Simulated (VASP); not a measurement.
# Os (P6_3/mmc) in VASP: notebook

The runs below take Os through single point, relaxation of cell and atoms, with PBE.

Everything below comes from runs of VASP 6.6.1. Logs are shortened: lines on timing, memory, paths and dates and some standing lists are left out, and cuts for length are marked.

### Step 1. The cell of the first run

It takes space group P6_3/mmc (No. 194, hexagonal). The conventional cell has a = 2.753 Å, b = 2.753 Å, c = 4.351 Å, α = 90.00°, β = 90.00°, γ = 120.00°. Within 3.6 Å of Os (site symmetry -6m2) lie 12 Os at 2.69 to 2.75 Å.

### Step 2. Single point, PBE

File INCAR:

```
SYSTEM = Os
ALGO = Normal
EDIFF = 1E-6
ENCUT = 520
GGA = PE
ISIF = 2
ISMEAR = 0
LASPH = .TRUE.
LCHARG = .FALSE.
LREAL = .FALSE.
LWAVE = .FALSE.
NBANDS = 15
NELM = 100
PREC = Accurate
SIGMA = 0.1
```

File KPOINTS:

```
k-points
0
G
  15 15 8
  0 0 0
```

File POSCAR:

```
Os
1.0
    2.7528310569      0.0000000000      0.0000000000
   -1.3764155284      2.3840216276      0.0000000000
    0.0000000000      0.0000000000      4.3509656327
Os
2
Direct
    0.3333333333      0.6666666667      0.7500000000
    0.6666666667      0.3333333333      0.2500000000
```

Potentials or basis: VASP PAW PBE potentials, release 64 (Os).

Started as:

```bash
$ cat potpaw_PBE.64/Os/POTCAR > POTCAR
$ mpirun -np 1 vasp_std > vasp.out
```

OUTCAR:

```text
SYSTEM = Os
   EDIFF = 1E-6
   ENCUT = 520
   GGA = PE
   ISIF = 2
   ISMEAR = 0
   LASPH = .TRUE.
   LREAL = .FALSE.
   NELM = 100
   PREC = Accurate

 ion  position               nearest neighbor table
   1  0.333  0.667  0.750-   2 2.69   2 2.69   2 2.69   2 2.69   2 2.69   2 2.69
   2  0.667  0.333  0.250-   1 2.69   1 2.69   1 2.69   1 2.69   1 2.69   1 2.69

  LATTYP: Found a hexagonal cell.
 ALAT       =     2.7528310569
 C/A-ratio  =     1.5805421919

  Lattice vectors:

 A1 = (   2.7528310569,   0.0000000000,   0.0000000000)
 A2 = (  -1.3764155284,   2.3840216276,   0.0000000000)
 A3 = (   0.0000000000,   0.0000000000,   4.3509656327)

Analysis of symmetry for initial positions (statically):
=====================================================================
 Subroutine PRICEL returns:
 Original cell was already a primitive cell.

 Routine SETGRP: Setting up the symmetry group for a
 hexagonal supercell.

 Subroutine GETGRP returns: Found 24 space group operations
 (whereof 12 operations were pure point group operations)
 out of a pool of 24 trial point group operations.

The static configuration has the point symmetry D_3d.
 The point group associated with its full space group is D_6h.

Analysis of symmetry for dynamics (positions and initial velocities):
=====================================================================
 Subroutine PRICEL returns:
 Original cell was already a primitive cell.

 Routine SETGRP: Setting up the symmetry group for a
 hexagonal supercell.

 Subroutine GETGRP returns: Found 24 space group operations
 (whereof 12 operations were pure point group operations)
 out of a pool of 24 trial point group operations.

The dynamic configuration has the point symmetry D_3d.
 The point group associated with its full space group is D_6h.

 Subroutine INISYM returns: Found 24 space group operations
 (whereof 12 operations are pure point group operations),
 and found     1 'primitive' translations

----------------------------------------------------------------------------------------

                                     Primitive cell

  volume of cell :      28.5546

  direct lattice vectors                    reciprocal lattice vectors
     2.752831057  0.000000000  0.000000000     0.363262394  0.209729641  0.000000000
    -1.376415528  2.384021628  0.000000000     0.000000000  0.419459282  0.000000000
     0.000000000  0.000000000  4.350965633     0.000000000  0.000000000  0.229834038

  length of vectors
[... 87 lines left out ...]
   NFREE  =      0    steps in history (QN), initial steepest desc. (CG)
   ISIF   =      2    stress and relaxation
   ISYM   =      2    0-nonsym 1-usesym 2-fastsym
   POTIM  = 0.5000    time-step for ionic-motion
   TEBEG  =    0.0;   TEEND  =   0.0 temperature during run
   PSTRESS=    0.0 pullay stress
   NELECT =      16.0000    total number of electrons
   NUPDOWN=      -1.0000    fix difference up-down
   EMIN   =  10.00;   EMAX   =-10.00  energy-range for DOS
   EFERMI =   0.00;   METHOD = LEGACY
   ISMEAR =     0;   SIGMA  =   0.10  broadening in eV -4-tet -1-fermi 0-gaus
   EFERMI_NEDOS =   21; number of points for ismear=-14 and -15
   IALGO  =     38    algorithm
   IMIX   =      4    mixing-type and parameters
     AMIX     =   0.40;   BMIX     =  1.00
     AMIX_MAG =   1.60;   BMIX_MAG =  1.00
  volume/ion in A,a.u.               =      14.28        96.35
  Fermi-wavevector in a.u.,A,eV,Ry     =   1.349656  2.550480 24.783975  1.821571
  Thomas-Fermi vector in A             =   2.477225
   LORBIT       =      0    0 simple, 1 ext, 2 COOP (PROOUT), +10 PAW based schemes
   GGA     = PE    functional components
   LHFCALC =     F    Hartree Fock is set to
   AEXX    =    0.0000 exact exchange contribution
   IVDW    =     0    specifies the selected vdW correction
   LEPSILON=     F    determine dielectric tensor
   LRPA    =     F    only Hartree local field effects (RPA)
 non-spin polarized calculation
 Gauss-broadening in eV      SIGMA  =   0.10
  energy-cutoff  :      520.00
  volume of cell :       28.55
 maximum number of plane-waves:       788
   NGX = 11   NGY = 11   NGZ = 17

 number of electron      15.9999999 magnetization

 Free energy of the ion-electron system (eV)
  ---------------------------------------------------
  ext. energy  EPLUGINS =         0.00000000
  ---------------------------------------------------
  free energy    TOTEN  =       -22.50523165 eV

  energy without entropy =      -22.49840032  energy(sigma->0) =      -22.50181598

 E-fermi :   9.1685     XC(G=0): -13.9412

 val. band max:        9.1658766730   @ k =   0.1333   0.0667   0.3750
 cond. band min:       9.1736904552   @ k =   0.1333   0.0000   0.3750
 fundamental gap:      0.0078137823
 Fermi energy:         9.1684949399

 k-point     1 :       0.0000    0.0000    0.0000
  band No.  band energies     occupation
      1      -1.5977      2.00000
      2       1.5595      2.00000
      3       6.1948      2.00000
      4       6.1948      2.00000
      5       6.4347      2.00000
      6       7.0069      2.00000
      7       7.0069      2.00000
      8       7.6418      2.00000
      9       7.6418      2.00000
     10       9.1809      0.86128
     11      10.7909      0.00000
     12      10.7909      0.00000
     13      17.9833      0.00000
     14      23.2049      0.00000
[... 401 lines left out ...]
      2       3.2195      2.00000
      3       3.2217      2.00000
      4       5.2639      2.00000
      5       5.5799      2.00000
      6       6.2955      2.00000
      7       7.5624      2.00000
      8      10.5375      0.00000
      9      11.1212      0.00000
     10      11.3131      0.00000
     11      14.0988      0.00000
     12      14.7452      0.00000
     13      17.3153      0.00000
     14      20.2989      0.00000
     15      22.7406      0.00000

 [... further k-points ...]
[... 5 lines left out ...]
  --------------------------------------------------------------------------------------
  -------------------------------------------------------------------------------------
  Total        0.0033540      0.0033540     -0.1230224      0.0000000     -0.0000000      0.0000000
  in kB        0.1881919      0.1881919     -6.9027036      0.0000000     -0.0000000      0.0000000
  external PRESSURE =      -2.1754399 kB  Pullay stress =       0.0000000 kB

 VOLUME and BASIS-vectors are now :
 -----------------------------------------------------------------------------
  energy-cutoff  :      520.00
  volume of cell :       28.55
      direct lattice vectors                 reciprocal lattice vectors
     2.752831057  0.000000000  0.000000000     0.363262394  0.209729641  0.000000000
    -1.376415528  2.384021628  0.000000000     0.000000000  0.419459282  0.000000000
     0.000000000  0.000000000  4.350965633     0.000000000  0.000000000  0.229834038

 POSITION                                       TOTAL-FORCE (eV/Angst)
 -----------------------------------------------------------------------------------
     -0.00000      1.58935      3.26322         0.000000     -0.000000      0.000000
      1.37642      0.79467      1.08774        -0.000000      0.000000      0.000000
 -----------------------------------------------------------------------------------
    total drift:                               -0.000000      0.000000     -0.000000

  FREE ENERGIE OF THE ION-ELECTRON SYSTEM (eV)
  ---------------------------------------------------
  free  energy   TOTEN  =       -22.5052316478 eV

  energy  without entropy=      -22.4984003198  energy(sigma->0) =      -22.50181598
```

OSZICAR:

```text
N       E                     dE             d eps       ncg     rms          rms(c)
DAV:   1     0.100870845152E+03    0.10087E+03   -0.74291E+03  4050   0.102E+03
DAV:   2    -0.191623673013E+02   -0.12003E+03   -0.10511E+03  4120   0.324E+02
DAV:   3    -0.239038159205E+02   -0.47414E+01   -0.45767E+01  5520   0.560E+01
DAV:   4    -0.239423607422E+02   -0.38545E-01   -0.38465E-01  4400   0.515E+00
DAV:   5    -0.239425681743E+02   -0.20743E-03   -0.20742E-03  5513   0.354E-01    0.222E+01
DAV:   6    -0.228331983020E+02    0.11094E+01   -0.94793E-01  5107   0.828E+00    0.993E+00
DAV:   7    -0.225135464942E+02    0.31965E+00   -0.62853E-01  5254   0.663E+00    0.495E-01
DAV:   8    -0.225074467744E+02    0.60997E-02   -0.63061E-03  4134   0.590E-01    0.269E-01
DAV:   9    -0.225052265449E+02    0.22202E-02   -0.13084E-03  4953   0.365E-01    0.516E-02
DAV:  10    -0.225052563217E+02   -0.29777E-04   -0.44787E-05  5219   0.560E-02    0.109E-02
DAV:  11    -0.225052324126E+02    0.23909E-04   -0.46424E-06  4533   0.230E-02    0.106E-03
DAV:  12    -0.225052316478E+02    0.76480E-06   -0.81227E-08  2746   0.283E-03
   1 F= -.22505232E+02 E0= -.22501816E+02  d E =-.683133E-02
```

stdout:

```text
POSCAR found type information on POSCAR Os
 POSCAR found :  1 types and       2 ions
 scaLAPACK will be used
 LDA part: xc-table for (Slater+PW92), standard interpolation
 POSCAR, INCAR and KPOINTS ok, starting setup
 FFT: planning ... GRIDC
 FFT: planning ... GRID_SOFT
 FFT: planning ... GRID
 WAVECAR not read
 entering main loop
```

Run time: 17 s. Hardware: 1 thread of Intel Xeon 6975P-C (Granite Rapids), shared host; peak memory 0.17 GiB.

What came out:

```
Free energy            : -22.5052 eV
Pressure               : -0.2 GPa
Band gap on the k mesh : zero (band 8 reaches 11.16 eV, above the bottom of band 9 at 7.46 eV)
```

Stress tensor (GPa, compression positive):
```
 0.02  0.00  0.00
 0.00  0.02  0.00
 0.00  0.00 -0.69
```

Caveat: spin-orbit coupling is left out, which moves the levels of the heavy elements.

### Step 3. Single point, PBE

File INCAR:

```
SYSTEM = Os
ALGO = Normal ; EDIFF = 1E-7
ENCUT = 520 ; GGA = PE
ISIF = 2 ; ISMEAR = 0
LASPH = .True. ; LCHARG = .True.
LELF = .True. ; LREAL = .False.
LVHAR = .True. ; LWAVE = .False.
NBANDS = 15 ; NELM = 60
PREC = Accurate ; SIGMA = 0.1
```

File KPOINTS:

```
k-points
0
Gamma
  18 18 10
  0 0 0
```

POSCAR is that of step 2.

Potentials or basis: VASP PAW PBE potentials, release 64 (Os).

Started as:

```bash
$ cat potpaw_PBE.64/Os/POTCAR > POTCAR
$ mpirun -np 1 vasp_std > vasp.out
```

It took 29 s on 1 thread of Intel Xeon 6975P-C (Granite Rapids), shared host; peak memory 0.2 GiB.

The run converged. Its results:

- Free energy: -22.4990 eV
- Pressure: -0.2 GPa
- Band gap on the k mesh: zero (band 8 reaches 11.12 eV, above the bottom of band 9 at 7.32 eV)

Stress tensor (GPa, compression positive):
```
-0.14  0.00  0.00
 0.00 -0.14  0.00
 0.00  0.00 -0.27
```

Levels at points of the mesh, in eV from the Fermi level:
```
           k point  band 4  band 5  band 6  band 7  band 8  band 9  band 10  band 11  band 12  band 13
(0.00, 0.00, 0.00)   -2.96   -2.72   -2.15   -2.15   -1.52   -1.52     0.02     1.63     1.63     8.83
(0.50, 0.00, 0.00)   -3.44   -2.85   -2.51   -1.84    1.96    2.50     2.62     4.28     5.56     9.18
(0.00, 0.00, 0.50)   -3.48   -3.15   -3.15   -3.15   -3.15    0.86     0.86     0.86     0.86    13.74
(0.50, 0.00, 0.50)   -5.18   -1.17   -1.17   -0.16   -0.16    2.29     2.29     3.21     3.21     8.90
```

Caveat: spin-orbit coupling is left out, which moves the levels of the heavy elements.

### Step 4. Relaxation of cell and atoms, PBE

This run uses another cell than the first one, of 14.06 Å³/atom, 0.985 times its volume.

File INCAR:

```
SYSTEM = Os
PREC = Accurate ; ENCUT = 600
EDIFF = 1E-7 ; ISMEAR = 0
SIGMA = 0.1 ; LREAL = .False.
LASPH = .True. ; NELM = 100
ALGO = Fast ; ISIF = 3
LWAVE = .False. ; LCHARG = .False.
GGA = PE ; IBRION = 2
NSW = 100 ; EDIFFG = -0.005
```

File KPOINTS:

```
regular mesh
0
Gamma
  18 18 10
  0 0 0
```

File POSCAR:

```
Os
1.0
    2.7400013676      0.0000000000      0.0000000000
   -1.3700006838      2.3729107908      0.0000000000
    0.0000000000      0.0000000000      4.3264621595
Os
2
Direct
    0.3333333333      0.6666666667      0.7500000000
    0.6666666667      0.3333333333      0.2500000000
```

Potentials or basis: VASP PAW PBE potentials, release 64 (Os).

Started as:

```bash
$ cat potpaw_PBE.64/Os/POTCAR > POTCAR
$ mpirun -np 1 vasp_std > vasp.out
```

OUTCAR:

```text
SYSTEM = Os
   PREC = Accurate
   ENCUT = 600
   EDIFF = 1E-7
   ISMEAR = 0
   LREAL = .False.
   LASPH = .True.
   NELM = 100
   ISIF = 3
   GGA = PE
   IBRION = 2
   NSW = 100
   EDIFFG = -0.005

 ion  position               nearest neighbor table
   1  0.333  0.667  0.750-   2 2.68   2 2.68   2 2.68   2 2.68   2 2.68   2 2.68
   2  0.667  0.333  0.250-   1 2.68   1 2.68   1 2.68   1 2.68   1 2.68   1 2.68

  LATTYP: Found a hexagonal cell.
 ALAT       =     2.7400013676
 C/A-ratio  =     1.5790000000

  Lattice vectors:

 A1 = (   2.7400013676,   0.0000000000,   0.0000000000)
 A2 = (  -1.3700006838,   2.3729107908,   0.0000000000)
 A3 = (   0.0000000000,   0.0000000000,   4.3264621595)

Analysis of symmetry for initial positions (statically):
=====================================================================
 Subroutine PRICEL returns:
 Original cell was already a primitive cell.

 Routine SETGRP: Setting up the symmetry group for a
 hexagonal supercell.

 Subroutine GETGRP returns: Found 24 space group operations
 (whereof 12 operations were pure point group operations)
 out of a pool of 24 trial point group operations.

The static configuration has the point symmetry D_3d.
[... 175 lines left out ...]
  in kB       59.9862476     59.9862476     68.6328709      0.0000000     -0.0000000      0.0000000
  external PRESSURE =      62.8684554 kB  Pullay stress =       0.0000000 kB
[... 95 lines left out ...]
--------------------------------------- Ionic step        4  -------------------------------------------

 number of electron      16.0000000 magnetization

 Free energy of the ion-electron system (eV)
  ---------------------------------------------------
  ext. energy  EPLUGINS =         0.00000000
  ---------------------------------------------------
  free energy    TOTEN  =       -22.50052995 eV

  energy without entropy =      -22.49283838  energy(sigma->0) =      -22.49668417

 E-fermi :   9.1633     XC(G=0): -13.9410

 val. band max:        9.1518594648   @ k =   0.2222   0.0556   0.3000
 cond. band min:       9.1677124553   @ k =   0.4444   0.1111   0.4000
 fundamental gap:      0.0158529904
 Fermi energy:         9.1633422258

 k-point     1 :       0.0000    0.0000    0.0000
  band No.  band energies     occupation
      1      -1.5972      2.00000
      2       1.5610      2.00000
      3       6.1971      2.00000
      4       6.1971      2.00000
      5       6.4430      2.00000
      6       7.0103      2.00000
      7       7.0103      2.00000
      8       7.6449      2.00000
      9       7.6449      2.00000
     10       9.1869      0.73941
     11      10.7979      0.00000
     12      10.7979      0.00000
[... 331 lines left out ...]
 k-point    24 :       0.3889    0.1111    0.0000
  band No.  band energies     occupation
      1       2.5226      2.00000
      2       2.6247      2.00000
      3       2.9780      2.00000
      4       5.6534      2.00000
      5       5.7177      2.00000
      6       6.6036      2.00000
      7       7.2889      2.00000
      8      10.6938      0.00000
      9      11.1113      0.00000
     10      11.5775      0.00000
     11      12.9509      0.00000
     12      15.9220      0.00000

 [... further k-points ...]
[... 5 lines left out ...]
  --------------------------------------------------------------------------------------
  -------------------------------------------------------------------------------------
  Total       -0.0019686     -0.0019686      0.0050699      0.0000000     -0.0000000      0.0000000
  in kB       -0.1104722     -0.1104722      0.2845020      0.0000000     -0.0000000      0.0000000
  external PRESSURE =       0.0211859 kB  Pullay stress =       0.0000000 kB
[... 17 lines left out ...]
  FREE ENERGIE OF THE ION-ELECTRON SYSTEM (eV)
  ---------------------------------------------------
  free  energy   TOTEN  =       -22.5005299520 eV

  energy  without entropy=      -22.4928383798  energy(sigma->0) =      -22.49668417

 reached required accuracy - stopping structural energy minimisation
```

It took 7.1 min on 1 thread of Oxide Virtual Turin-like, shared host; peak memory 0.2 GiB.

What came out:

- Free energy: -22.5005 eV
- Relaxed volume: 14.28 Å³/atom
- Relaxed cell: a = 2.753 Å, b = 2.753 Å, c = 4.350 Å, α = 90.00°, β = 90.00°, γ = 120.00°
- Space group after relaxing (to 0.05 Å): P6_3/mmc (No. 194)
- Energy gained by relaxing: 4.1 meV/atom
- Ionic steps: 4
- Pressure after relaxing: 0.0 GPa
- Band gap on the k mesh: zero (band 8 reaches 11.13 eV, above the bottom of band 9 at 7.32 eV)

Step by step:
```tsv
step	energy change (eV)	largest force (eV/Å)	pressure (GPa)	volume (Å³)
1	0.0000	0.0000	6.29	28.13
2	0.1320	0.0000	-22.22	30.44
3	-0.0081	0.0000	-0.18	28.56
4	-0.0081	0.0000	0.00	28.55
```

Final structure:
```
CELL_PARAMETERS angstrom
2.75299 0.00000 0.00000
-1.37650 2.38416 0.00000
0.00000 0.00000 4.34993
ATOMIC_POSITIONS crystal
Os 0.33333 0.66667 0.75000
Os 0.66667 0.33333 0.25000
```

Levels at points of the mesh, in eV from the Fermi level:
| k point | band 5 | band 6 | band 7 | band 8 | band 9 | band 10 | band 11 | band 12 |
| --- | --- | --- | --- | --- | --- | --- | --- | --- |
| (0.00, 0.00, 0.00) | -2.72 | -2.15 | -2.15 | -1.52 | -1.52 | 0.02 | 1.63 | 1.63 |
| (0.50, 0.00, 0.00) | -2.86 | -2.51 | -1.83 | 1.96 | 2.50 | 2.62 | 4.28 | 5.56 |
| (0.00, 0.00, 0.50) | -3.16 | -3.16 | -3.16 | -3.16 | 0.86 | 0.86 | 0.86 | 0.86 |
| (0.50, 0.00, 0.50) | -1.17 | -1.17 | -0.16 | -0.16 | 2.29 | 2.29 | 3.21 | 3.21 |

Caveat: spin-orbit coupling is left out, which moves the levels of the heavy elements.

### Step 5. Overview

```csv
task,cell,k mesh,cutoff (eV),gap on the mesh (eV),pressure (GPa)
single point,"a = 2.753, b = 2.753, c = 4.351 Å, angles 90.0, 90.0, 120.0°, 2 atoms",15 × 15 × 8,520,none,-0.2
single point,"a = 2.753, b = 2.753, c = 4.351 Å, angles 90.0, 90.0, 120.0°, 2 atoms",18 × 18 × 10,520,none,-0.2
relaxation of cell and atoms,"relaxed from a = 2.740, b = 2.740, c = 4.326 Å, angles 90.0, 90.0, 120.0°, 2 atoms",18 × 18 × 10,600,none,0.0
```

Alike in all rows: level PBE; potentials or basis VASP PAW PBE potentials, release 64 (Os); no spin polarisation; smearing gaussian 0.1 eV.

Caveats: spin-orbit coupling is left out, which moves the levels of the heavy elements.

Total energies depend on the potentials used, so only differences within one code and one set of settings carry meaning.
